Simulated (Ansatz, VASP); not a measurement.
## Two plane-wave programs on BN

```
B N
1.0
    -2.55458    0.00000    0.00000
    -1.27729   -2.21233    0.00000
    -0.31919   -0.18429   12.67354
B N
6 6
Direct
  0.66147 0.66147 0.06242
  0.63370 0.63370 0.39575
  0.60593 0.60593 0.72909
  0.25872 0.25872 0.89575
  0.31425 0.31425 0.22909
  0.28648 0.28648 0.56242
  0.58857 0.58857 0.93755
  0.64410 0.64410 0.27088
  0.61634 0.61634 0.60421
  0.26912 0.26912 0.77088
  0.32465 0.32465 0.10421
  0.29689 0.29689 0.43755
```

Alike in both runs: task single point; functional PBE; k mesh 10 × 10 × 2; occupations gaussian, width 0.05 eV; no spin polarisation.

|  | VASP | Ansatz |
| --- | --- | --- |
| version | VASP 6.6.1 | Ansatz 0.2.0 |
| potentials or method | VASP PAW PBE potentials, release 64 (B, N), cutoff 520 eV | scalar-relativistic, plane waves, PAW |
| valence electrons in the cell | 48 | 48 |

|  | VASP | Ansatz | Ansatz less VASP |
| --- | --- | --- | --- |
| gap on the k mesh at the Fermi level (eV) | 5.16 | 5.17 | +0.015 |
| least direct gap on the mesh (eV) | 7.84 | 7.84 | +0.007 |
| pressure (GPa) | 0.2 | 0.0 | -0.22 |
| traceless stress, the component that is largest in VASP (GPa) | 8.42 | 8.41 | -0.010 |
| rms of the force components (eV/Å) | 0.460 | 0.461 | +0.0005 |

Atom by atom the forces differ by 0.002 eV/Å (rms over components). With one functional, cell and mesh, what is left measures potentials, basis and numerics.
